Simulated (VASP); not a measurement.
## PbS: single point with PBEsol

PbS:

```
Pb S
1.0
     0.00000    2.96500    2.96500
     2.96500    0.00000    2.96500
     2.96500    2.96500    0.00000
Pb S
1 1
Cartesian
  0.0000 0.0000 0.0000
  2.9650 2.9650 2.9650
```

* Program: VASP 6.6.1
* Task: single point
* Functional: PBEsol
* Potentials or basis: VASP PAW PBE potentials, release 64 (Pb_d, S)
* Cutoff: 500 eV
* k mesh: 8 × 8 × 8
* Occupations: fermi-dirac, width 0.01 eV
* Spin: no spin polarisation

The pressure is -0.9 GPa and the band gap on the k mesh is 0.25 eV.

Levels at points of the mesh, in eV from the valence-band top:
```
           k point  band 6  band 7  band 8  band 9  band 10  band 11  band 12  band 13  band 14  band 15
(0.00, 0.00, 0.00)  -13.61   -6.06   -2.17   -2.17    -2.17     5.16     5.16     5.16     6.64     6.64
(0.50, 0.00, 0.00)  -12.34   -8.90   -1.78   -1.78     0.00     0.25     1.89     1.89     8.49    10.09
(0.50, 0.50, 0.00)  -11.90   -7.24   -5.26   -3.47    -3.47     3.72     5.53     5.64     5.64    11.18
```

It took 12 s on 1 thread of AMD EPYC 9R45 96-Core Processor (Zen 5), with other jobs on the host, peak memory 0.15 GiB.

Caveat: the PAW data sets were made with another functional, which shifts forces and pressure a little; spin-orbit coupling is left out, which moves the levels of the heavy elements. A k mesh can miss the band edges.
